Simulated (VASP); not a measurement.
A run of VASP 6.6.1:

Contents of INCAR:

```
PREC = Accurate ; ENCUT = 520
EDIFF = 1E-6 ; ISMEAR = 0
SIGMA = 0.05 ; LREAL = False
LASPH = True ; NELM = 100
ALGO = Normal ; ISIF = 2
LWAVE = False ; LCHARG = False
GGA = PS ; NBANDS = 14
```

Contents of KPOINTS:

```
regular mesh
0
Gamma
  12 12 12
```

File POSCAR:

```
MgO2
1.0
    1.6849990668      0.9728346648      3.3192799312
   -1.6849990668      0.9728346648      3.3192799312
    0.0000000000     -1.9456693296      3.3192799312
Mg O
1 2
Direct
    0.0000000000      0.0000000000      0.0000000000
    0.4287860000      0.4287860000      0.4287860000
    0.5712140000      0.5712140000      0.5712140000
```

Potentials or basis: VASP PAW PBE potentials, release 64 (Mg, O).

Run with:

```bash
$ cat potpaw_PBE.64/Mg/POTCAR potpaw_PBE.64/O/POTCAR > POTCAR
$ mpirun -np 1 vasp_std > vasp.out
```

Hardware: 1 thread of Intel(R) Xeon(R) Platinum 8488C (Sapphire Rapids), with other jobs on the host.

Problem. How long does it take, and how much memory?

Solution. Run time: 71 s on 1 thread of Intel(R) Xeon(R) Platinum 8488C (Sapphire Rapids), on a shared host, peak memory 0.22 GiB. Counts: scf iterations 13, k points 189.
